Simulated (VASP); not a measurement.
A run of VASP 6.6.1 is set up as follows.

Contents of INCAR:

```
PREC = Accurate ; ENCUT = 520
EDIFF = 1E-6 ; ISMEAR = -1
SIGMA = 0.1 ; LREAL = F
LASPH = T ; NELM = 60
ALGO = Normal ; ISIF = 2
LWAVE = F ; LCHARG = F
GGA = PE ; NBANDS = 92
```

KPOINTS

```
Automatic mesh
0
Gamma
  4 3 4
```

The input POSCAR:

```
Tc12N
1.0
    5.4800000000      0.0000000000      0.0000000000
   -4.1100000000      7.1187290000      0.0000000000
    0.0000000000      0.0000000000      4.3949600000
Tc N
12 1
Direct
    0.0334017525      0.0168446884      0.0131687871
    0.1747887178      0.2308455794      0.4929170703
   -0.0044275397      0.3324871625     -0.0038883747
    0.1589550971      0.5539260109      0.5094406832
   -0.0019619538      0.6640193014      0.0088740908
    0.1672948922      0.8896678340      0.4940978077
    0.4878773543      0.0135900694      0.0156907032
    0.6719075171      0.2288241138      0.4964516785
    0.5125710485      0.3399044100     -0.0088261104
    0.6726890722      0.5548106797      0.5066732228
    0.4725377182      0.6344078671      0.0328673662
    0.6689398468      0.8893070402      0.4478812996
    0.6584834769      0.8768583430      0.8701455758
```

Potentials or basis: VASP PAW PBE potentials, release 64 (Tc_pv, N).

Launch:

```sh
$ cat potpaw_PBE.64/Tc_pv/POTCAR potpaw_PBE.64/N/POTCAR > POTCAR
$ mpirun -np 1 vasp_std > vasp.out
```

Estimate the band gap on the k mesh.

zero (an odd number of electrons rules out a gap without spin polarisation).

Estimate the largest force.

0.056 eV/Å.

What does it give for the pressure?

20.5 GPa.

Stress tensor (GPa, compression positive):
```
22.13  0.56  0.16
 0.56 21.59 -0.49
 0.16 -0.49 17.71
```
